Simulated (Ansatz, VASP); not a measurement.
MoS2 in VASP and in Ansatz

File INCAR:

```
SYSTEM = MoS2
ALGO = Normal
EDIFF = 1E-6
ENCUT = 520
GGA = PE
ISIF = 2
ISMEAR = 0
IVDW = 12
LASPH = .True.
LCHARG = .False.
LREAL = .False.
LWAVE = .False.
NBANDS = 20
NELM = 80
PREC = Accurate
SIGMA = 0.05
```

Contents of KPOINTS:

```
k-points
0
Gamma
  12 12 6
  0 0 0
```

POSCAR

```
MoS2
1.0
    2.9640037622      0.0000000000      0.0000000000
   -1.4820018811      2.5669025550      0.0000000000
    0.0000000000      0.0000000000      7.5066925761
Mo S
1 2
Direct
    0.0000000000      0.0000000000      0.0000000000
    0.3333333333      0.6666666667      0.2356692374
    0.3333333333      0.6666666667      0.7643307626
```

Input for Ansatz:

```yaml
crystal:
  lattice:
    - [2.9640037622, 0.0, 0.0]
    - [-1.4820018811, 2.566902555, 0.0]
    - [0.0, 0.0, 7.5066925761]
  atoms:
    - { symbol: Mo, position: [0.0, 0.0, 0.0] }
    - { symbol: S, position: [0.3333333333, 0.6666666667, 0.2356692374] }
    - { symbol: S, position: [0.3333333333, 0.6666666667, 0.7643307626] }
basis:
  ecutwfc: 420
kpoints:
  mp_grid: { grid: [12, 12, 6] }
hamiltonian:
  xc: pbe
  dispersion: d3bj
scf:
  occupations: { method: gaussian, width: 0.05 }
output:
  forces: true
  stress: true
  eigenvalues: true
  write_density: true
  write_potential: true
  elf: true
  volumetric_format: npy
```

Alike in both runs: task single point; functional PBE; dispersion D3(BJ); k mesh 12 × 12 × 6; occupations gaussian, width 0.05 eV; no spin polarisation.

```csv
,VASP,Ansatz
version,VASP 6.6.1,Ansatz 0.2.0
potentials or method,"VASP PAW PBE potentials, release 64 (Mo_sv, S), cutoff 520 eV","scalar-relativistic, plane waves, PAW"
valence electrons in the cell,26,26
```

|  | VASP | Ansatz | Ansatz less VASP |
| --- | --- | --- | --- |
| gap on the k mesh at the Fermi level (eV) | 0.87 | 0.87 | 0.000 |
| least direct gap on the mesh (eV) | 1.44 | 1.43 | -0.003 |
| pressure (GPa) | -1.0 | -0.9 | +0.08 |
| traceless stress, the component that is largest in VASP (GPa) | -21.90 | -21.84 | +0.067 |
| rms of the force components (eV/Å) | 0.995 | 0.991 | -0.0043 |

Atom by atom the forces differ by 0.004 eV/Å (rms over components).
